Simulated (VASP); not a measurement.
# Ge (P6_3/mmc) in VASP: a series of runs

Runs on Ge. Level: LDA. Tasks: single point.

Program: VASP 6.6.1. These are calculated values, not measurements. Logs are shortened: lines on timing, memory, paths and dates and some standing lists are left out, and cuts for length are marked.

**1. The cell of the first run**

The structure is hexagonal, space group P6_3/mmc (No. 194). The conventional cell has a = 3.998 Å, b = 3.998 Å, c = 6.599 Å, α = 90.00°, β = 90.00°, γ = 120.00°. Ge (site symmetry 3m) has 4 Ge at 2.45 to 2.47 Å within 3.2 Å.

This isn't the form of Ge at room conditions, which is diamond.

**2. Single point, LDA**

INCAR

```
SYSTEM = Ge
PREC = Accurate ; ENCUT = 520
EDIFF = 1E-6 ; ISMEAR = -1
SIGMA = 0.2 ; LREAL = .False.
LASPH = .True. ; NELM = 60
ALGO = Normal ; ISIF = 2
LWAVE = .False. ; LCHARG = .False.
NBANDS = 36
```

KPOINTS

```
Automatic mesh
0
Gamma
  10 10 6
  0 0 0
```

POSCAR

```
Ge
1.0
    3.9975900000      0.0000000000      0.0000000000
   -1.9987900000      3.4620100000      0.0000000000
    0.0000000000      0.0000000000      6.5993800000
Ge
4
Direct
    0.6666666667      0.3333333333      0.0629000000
    0.3333333333      0.6666666667      0.5629000000
    0.6666666667      0.3333333333      0.4371000000
    0.3333333333      0.6666666667      0.9371000000
```

Potentials or basis: VASP PAW LDA potentials, release 64 (Ge_d).

On the command line:

```sh
> cat potpaw_LDA.64/Ge_d/POTCAR > POTCAR
> mpirun -np 1 vasp_std > vasp.out
```

OUTCAR:

```text
SYSTEM = Ge
   PREC = Accurate
   ENCUT = 520
   EDIFF = 1E-6
   ISMEAR = -1
   LREAL = .False.
   LASPH = .True.
   NELM = 60
   ISIF = 2

 ion  position               nearest neighbor table
   1  0.667  0.333  0.063-   4 2.45   4 2.45   4 2.45   3 2.47
   2  0.333  0.667  0.563-   3 2.45   3 2.45   3 2.45   4 2.47
   3  0.667  0.333  0.437-   2 2.45   2 2.45   2 2.45   1 2.47
   4  0.333  0.667  0.937-   1 2.45   1 2.45   1 2.45   2 2.47

  LATTYP: Found a hexagonal cell.
 ALAT       =     3.9975900000
 C/A-ratio  =     1.6508396309

  Lattice vectors:

 A1 = (   3.9975900000,   0.0000000000,   0.0000000000)
 A2 = (  -1.9987900000,   3.4620100000,   0.0000000000)
 A3 = (   0.0000000000,   0.0000000000,   6.5993800000)

Analysis of symmetry for initial positions (statically):
=====================================================================
 Subroutine PRICEL returns:
 Original cell was already a primitive cell.

 Routine SETGRP: Setting up the symmetry group for a
 hexagonal supercell.

 Subroutine GETGRP returns: Found 24 space group operations
 (whereof 12 operations were pure point group operations)
 out of a pool of 24 trial point group operations.

The static configuration has the point symmetry D_3d.
 The point group associated with its full space group is D_6h.

Analysis of symmetry for dynamics (positions and initial velocities):
=====================================================================
 Subroutine PRICEL returns:
 Original cell was already a primitive cell.

 Routine SETGRP: Setting up the symmetry group for a
 hexagonal supercell.

 Subroutine GETGRP returns: Found 24 space group operations
 (whereof 12 operations were pure point group operations)
 out of a pool of 24 trial point group operations.

The dynamic configuration has the point symmetry D_3d.
 The point group associated with its full space group is D_6h.

 Subroutine INISYM returns: Found 24 space group operations
 (whereof 12 operations are pure point group operations),
 and found     1 'primitive' translations

----------------------------------------------------------------------------------------

                                     Primitive cell

[... 89 lines left out ...]
   LNONCOLLINEAR =      F non collinear calculations
   LSORBIT =      F    spin-orbit coupling
   LASPH  =      T    aspherical Exc in radial PAW
   ENCUT  =  520.0 eV  38.22 Ry    6.18 a.u.   7.43  7.43 12.27*2*pi/ulx,y,z
   NELM   =     60;   NELMIN=  2; NELMDL= -5     # of ELM steps
   EDIFF  = 0.1E-05   stopping-criterion for ELM
   LREAL  =      F    real-space projection
   EDIFFG = 0.1E-04   stopping-criterion for IOM
   NSW    =      0    number of steps for IOM
   IBRION =     -1    ionic relax: 0-MD 1-quasi-New 2-CG
   NFREE  =      0    steps in history (QN), initial steepest desc. (CG)
   ISIF   =      2    stress and relaxation
   ISYM   =      2    0-nonsym 1-usesym 2-fastsym
   POTIM  = 0.5000    time-step for ionic-motion
   TEBEG  =    0.0;   TEEND  =   0.0 temperature during run
   PSTRESS=    0.0 pullay stress
   NELECT =      56.0000    total number of electrons
   NUPDOWN=      -1.0000    fix difference up-down
   EMIN   =  10.00;   EMAX   =-10.00  energy-range for DOS
   EFERMI =   0.00;   METHOD = LEGACY
   ISMEAR =    -1;   SIGMA  =   0.20  broadening in eV -4-tet -1-fermi 0-gaus
   EFERMI_NEDOS =   21; number of points for ismear=-14 and -15
   IALGO  =     38    algorithm
   IMIX   =      4    mixing-type and parameters
     AMIX     =   0.40;   BMIX     =  1.00
     AMIX_MAG =   1.60;   BMIX_MAG =  1.00
  volume/ion in A,a.u.               =      22.83       154.09
  Fermi-wavevector in a.u.,A,eV,Ry     =   1.390788  2.628208 26.317631  1.934291
  Thomas-Fermi vector in A             =   2.514689
   LORBIT       =      0    0 simple, 1 ext, 2 COOP (PROOUT), +10 PAW based schemes
   GGA     = CA    functional components
   LHFCALC =     F    Hartree Fock is set to
   AEXX    =    0.0000 exact exchange contribution
   IVDW    =     0    specifies the selected vdW correction
   LEPSILON=     F    determine dielectric tensor
   LRPA    =     F    only Hartree local field effects (RPA)
 non-spin polarized calculation
  energy-cutoff  :      520.00
  volume of cell :       91.33
 maximum number of plane-waves:      2491
 NGX is ok and might be reduce to    30

 number of electron      56.0000052 magnetization

 Free energy of the ion-electron system (eV)
  ---------------------------------------------------
  ext. energy  EPLUGINS =         0.00000000
  ---------------------------------------------------
  free energy    TOTEN  =       -20.72245766 eV

  energy without entropy =      -20.66724423  energy(sigma->0) =      -20.69485094

 E-fermi :   4.6415     XC(G=0): -10.2471

 val. band max:        4.6239639813   @ k =   0.0000   0.0000   0.1667
 cond. band min:       4.8002643150   @ k =   0.0000   0.0000   0.0000
 fundamental gap:      0.1763003337
 Fermi energy:         4.6415094183

 k-point     1 :       0.0000    0.0000    0.0000
  band No.  band energies     occupation
      1     -20.3351      2.00000
      2     -20.3351      2.00000
      3     -20.2972      2.00000
      4     -20.2972      2.00000
      5     -20.2963      2.00000
      6     -20.2832      2.00000
[... 925 lines left out ...]
     35      12.7325      0.00000
     36      13.0208      0.00000

 [... further k-points ...]

------------------------ aborting loop because EDIFF is reached ----------------------------------------

  FORCE on cell =-STRESS in cart. coord.  units (eV):
  Direction    XX          YY          ZZ          XY          YZ          ZX
  --------------------------------------------------------------------------------------
  -------------------------------------------------------------------------------------
  Total       -0.9819532     -0.9819507     -1.0434575     -0.0000014      0.0000000      0.0000000
  in kB      -17.2254937    -17.2254490    -18.3044068     -0.0000249      0.0000000      0.0000000
  external PRESSURE =     -17.5851165 kB  Pullay stress =       0.0000000 kB

 VOLUME and BASIS-vectors are now :
 -----------------------------------------------------------------------------
  energy-cutoff  :      520.00
  volume of cell :       91.33
      direct lattice vectors                 reciprocal lattice vectors
     3.997590000  0.000000000  0.000000000     0.250150716  0.144424409  0.000000000
    -1.998790000  3.462010000  0.000000000     0.000000000  0.288849541  0.000000000
     0.000000000  0.000000000  6.599380000     0.000000000  0.000000000  0.151529386

 POSITION                                       TOTAL-FORCE (eV/Angst)
 -----------------------------------------------------------------------------------
      1.99880      1.15400      0.41510        -0.000000     -0.000000      0.015910
      0.00000      2.30801      3.71479        -0.000000     -0.000000      0.015910
      1.99880      1.15400      2.88459         0.000000      0.000000     -0.015910
      0.00000      2.30801      6.18428         0.000000      0.000000     -0.015910
 -----------------------------------------------------------------------------------
    total drift:                               -0.000000      0.000000     -0.000000

  FREE ENERGIE OF THE ION-ELECTRON SYSTEM (eV)
  ---------------------------------------------------
  free  energy   TOTEN  =       -20.7224576585 eV

  energy  without entropy=      -20.6672442257  energy(sigma->0) =      -20.69485094
```

stdout:

```text
POSCAR found type information on POSCAR Ge
 POSCAR found :  1 types and       4 ions
 scaLAPACK will be used
 LDA part: xc-table for (Slater(with rela. corr.)+CA(PZ))
 , standard interpolation
 POSCAR, INCAR and KPOINTS ok, starting setup
 FFT: planning ... GRIDC
 FFT: planning ... GRID_SOFT
 FFT: planning ... GRID
 WAVECAR not read
 entering main loop
```

Wall time 2.6 min (1 thread of Oxide Virtual Turin-like, shared host); peak memory 0.22 GiB.

Results:

```yaml
Free_energy: -20.7225 eV
Pressure: -1.8 GPa
Largest_force: 0.016 eV/Å
Band_gap_on_the_k_mesh: zero (filled and empty bands touch)
```

Forces in eV/Å, atoms in the order of the input:
```
Ge   0.000  0.000  0.016
Ge   0.000  0.000  0.016
Ge   0.000  0.000 -0.016
Ge   0.000  0.000 -0.016
```

Stress tensor (GPa, compression positive):
```
-1.72  0.00  0.00
 0.00 -1.72  0.00
 0.00  0.00 -1.83
```

Caveat: semilocal functionals underestimate gaps, and a narrow one can read as zero.

**3. Single point, LDA**

This run uses another cell than the first one, of the same volume but with other edges.

INCAR

```
PREC = Accurate
ENCUT = 520
EDIFF = 1E-7
ISMEAR = -1
SIGMA = 0.2
LREAL = F
LASPH = T
NELM = 80
ALGO = Normal
ISIF = 2
LWAVE = F
LCHARG = T
GGA = CA
LELF = T
LVHAR = T
NBANDS = 36
```

KPOINTS

```
regular mesh
0
Gamma
  10 10 6
```

POSCAR

```
Ge
1.0
    4.0975297500      0.0000000000      0.0000000000
   -2.0487597500      3.5485602500      0.0000000000
    0.0000000000      0.0000000000      6.2813848899
Ge
4
Direct
    0.6666666667      0.3333333333      0.0629000000
    0.3333333333      0.6666666667      0.5629000000
    0.6666666667      0.3333333333      0.4371000000
    0.3333333333      0.6666666667      0.9371000000
```

Potentials or basis: VASP PAW LDA potentials, release 64 (Ge_d).

On the command line:

```sh
> cat potpaw_LDA.64/Ge_d/POTCAR > POTCAR
> mpirun -np 1 vasp_std > vasp.out
```

OUTCAR:

```text
PREC = Accurate
   ENCUT = 520
   EDIFF = 1E-7
   ISMEAR = -1
   LREAL = F
   LASPH = T
   NELM = 80
   ISIF = 2
   GGA = CA

 ion  position               nearest neighbor table
   1  0.667  0.333  0.063-   3 2.35   4 2.49   4 2.49   4 2.49
   2  0.333  0.667  0.563-   4 2.35   3 2.49   3 2.49   3 2.49
   3  0.667  0.333  0.437-   1 2.35   2 2.49   2 2.49   2 2.49
   4  0.333  0.667  0.937-   2 2.35   1 2.49   1 2.49   1 2.49

  LATTYP: Found a hexagonal cell.
 ALAT       =     4.0975297500
[... 1133 lines left out ...]

  FORCE on cell =-STRESS in cart. coord.  units (eV):
  Direction    XX          YY          ZZ          XY          YZ          ZX
  --------------------------------------------------------------------------------------
  -------------------------------------------------------------------------------------
  Total       -3.1525790     -3.1525709      4.5250499     -0.0000046      0.0000000      0.0000000
  in kB      -55.3027670    -55.3026234     79.3787485     -0.0000799      0.0000000      0.0000000
  external PRESSURE =     -10.4088806 kB  Pullay stress =       0.0000000 kB

 VOLUME and BASIS-vectors are now :
 -----------------------------------------------------------------------------
  energy-cutoff  :      520.00
  volume of cell :       91.33
      direct lattice vectors                 reciprocal lattice vectors
     4.097529750  0.000000000  0.000000000     0.244049479  0.140901863  0.000000000
    -2.048759750  3.548560250  0.000000000     0.000000000  0.281804430  0.000000000
     0.000000000  0.000000000  6.281384890     0.000000000  0.000000000  0.159200561

 POSITION                                       TOTAL-FORCE (eV/Angst)
 -----------------------------------------------------------------------------------
      2.04877      1.18285      0.39510        -0.000000      0.000000     -0.837923
      0.00000      2.36571      3.53579        -0.000000      0.000000     -0.837923
      2.04877      1.18285      2.74559        -0.000000     -0.000000      0.837923
      0.00000      2.36571      5.88629         0.000000     -0.000000      0.837923
 -----------------------------------------------------------------------------------
    total drift:                                0.000000     -0.000000      0.000000

  FREE ENERGIE OF THE ION-ELECTRON SYSTEM (eV)
  ---------------------------------------------------
  free  energy   TOTEN  =       -20.5408555087 eV

  energy  without entropy=      -20.4712524389  energy(sigma->0) =      -20.50605397
```

OSZICAR:

```text
N       E                     dE             d eps       ncg     rms          rms(c)
DAV:   1     0.495451428206E+03    0.49545E+03   -0.28574E+04  4688   0.421E+03
DAV:   2     0.654756314606E+02   -0.42998E+03   -0.41857E+03  4032   0.802E+02
DAV:   3    -0.160301570601E+02   -0.81506E+02   -0.80239E+02  4360   0.206E+02
DAV:   4    -0.207935458061E+02   -0.47634E+01   -0.47386E+01  4776   0.569E+01
DAV:   5    -0.208891681846E+02   -0.95622E-01   -0.95583E-01  4508   0.894E+00    0.463E+00
DAV:   6    -0.206553345803E+02    0.23383E+00   -0.10868E-01  4432   0.229E+00    0.264E+00
DAV:   7    -0.205391366081E+02    0.11620E+00   -0.18381E-01  4348   0.249E+00    0.199E-01
DAV:   8    -0.205407086840E+02   -0.15721E-02   -0.17647E-02  4520   0.124E+00    0.103E-01
DAV:   9    -0.205408497027E+02   -0.14102E-03   -0.61666E-04  4704   0.149E-01    0.498E-02
DAV:  10    -0.205408548000E+02   -0.50973E-05   -0.38587E-05  4884   0.577E-02    0.170E-02
DAV:  11    -0.205408556664E+02   -0.86640E-06   -0.94560E-06  4716   0.227E-02    0.292E-03
DAV:  12    -0.205408555123E+02    0.15406E-06   -0.10276E-06  4244   0.658E-03    0.128E-03
DAV:  13    -0.205408555087E+02    0.35689E-08   -0.94899E-08  2808   0.307E-03
   1 F= -.20540856E+02 E0= -.20506054E+02  d E =-.696031E-01
```

stdout:

```text
POSCAR found type information on POSCAR Ge
 POSCAR found :  1 types and       4 ions
 scaLAPACK will be used
 LDA part: xc-table for (Slater(with rela. corr.)+CA(PZ))
 , standard interpolation
 POSCAR, INCAR and KPOINTS ok, starting setup
 FFT: planning ... GRIDC
 FFT: planning ... GRID_SOFT
 FFT: planning ... GRID
 WAVECAR not read
 entering main loop
```

Run time: 3.2 min. Hardware: 1 thread of Oxide Virtual Turin-like, shared host; peak memory 0.21 GiB.

What came out:

```yaml
Free_energy: -20.5409 eV
Pressure: -1.0 GPa
Largest_force: 0.838 eV/Å
Band_gap_on_the_k_mesh: zero (bands 28 and 29 overlap by 0.33 eV)
```

Forces in eV/Å, atoms in the order of the input:
```
Ge   0.000  0.000 -0.838
Ge   0.000  0.000 -0.838
Ge   0.000  0.000  0.838
Ge   0.000  0.000  0.838
```

Stress tensor (GPa, compression positive):
```
-5.53  0.00  0.00
 0.00 -5.53  0.00
 0.00  0.00  7.94
```

Caveat: the stress differs along the axes, from -6 to 8 GPa; semilocal functionals underestimate gaps, and a narrow one can read as zero.

The gap in the log of VASP goes by the Fermi energy; the results here count the filled bands.